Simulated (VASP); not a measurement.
A run of VASP 6.6.1 is set up as follows.

INCAR

```
ALGO     = Normal         # electronic algorithm
EDIFF    = 1E-6           # SCF threshold, eV
ENCUT    = 520            # plane-wave cutoff, eV
GGA      = PE             # functional
ISIF     = 2              # what is computed and relaxed
ISMEAR   = -1             # smearing method
LASPH    = True           # aspherical terms in the spheres
LCHARG   = True           # write CHGCAR
LELF     = True           # ELF
LREAL    = False          # projectors in reciprocal space
LVHAR    = True         
LWAVE    = False          # write WAVECAR
NBANDS   = 26             # bands
NELM     = 80             # most SCF steps
PREC     = Accurate       # precision mode
SIGMA    = 0.05           # smearing width, eV
```

Contents of KPOINTS:

```
k-points
0
Gamma
  11 11 11
```

File POSCAR:

```
NbP
1.0
   -1.6736441871      1.6736441871      5.7148809569
    1.6736441871     -1.6736441871      5.7148809569
    1.6736441871      1.6736441871     -5.7148809569
Nb P
2 2
Direct
    0.2500371579      0.7500371579      0.5000000000
    0.5000371579      0.5000371579      0.0000000000
    0.8325914121      0.3325914121      0.5000000000
    0.0825914121      0.0825914121      0.0000000000
```

Potentials or basis: VASP PAW PBE potentials, release 64 (Nb_sv, P).

Command:

```bash
$ cat potpaw_PBE.64/Nb_sv/POTCAR potpaw_PBE.64/P/POTCAR > POTCAR
$ mpirun -np 1 vasp_std > vasp.out
```

Task: Estimate the band gap on the k mesh.

Result: 0.02 eV.

Task: Predict the pressure.

Result: -0.4 GPa.

Caveat: the smearing spreads over this small gap; semilocal functionals underestimate gaps, and a narrow one can read as zero. A k mesh can miss the band edges.
